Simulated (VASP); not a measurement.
A run of VASP 6.6.1:

Contents of INCAR:

```
SYSTEM = Ti2B
PREC = Accurate
ENCUT = 600
EDIFF = 1E-6
ISMEAR = 0
SIGMA = 0.1
LREAL = .False.
LASPH = .True.
NELM = 100
ALGO = Normal
ISIF = 3
LWAVE = .False.
LCHARG = .False.
GGA = PE
IBRION = 2
NSW = 100
EDIFFG = -0.01
```

Contents of KPOINTS:

```
Automatic mesh
0
Gamma
  14 14 14
  0 0 0
```

POSCAR

```
Ti2B
1.0
    0.0000000000      2.7226848600      2.7226848600
    2.7226848600      0.0000000000      2.7226848600
    2.7226848600      2.7226848600      0.0000000000
Ti B
2 1
Direct
    0.2500000000      0.2500000000      0.2500000000
    0.7500000000      0.7500000000      0.7500000000
    0.0000000000      0.0000000000      0.0000000000
```

Potentials or basis: VASP PAW PBE potentials, release 64 (Ti_sv, B).

Command:

```sh
$ cat potpaw_PBE.64/Ti_sv/POTCAR potpaw_PBE.64/B/POTCAR > POTCAR
$ mpirun -np 1 vasp_std > vasp.out
```

Hardware: 1 thread of AMD EPYC 7R43 64-Core Processor (Zen 3), on a shared host.

Estimate the wall time of this run.

Run time: 4.9 min on 1 thread of AMD EPYC 7R43 64-Core Processor (Zen 3) (shared host), peak memory 0.2 GiB. Counts: scf iterations 31, k points 104, ion steps 3.
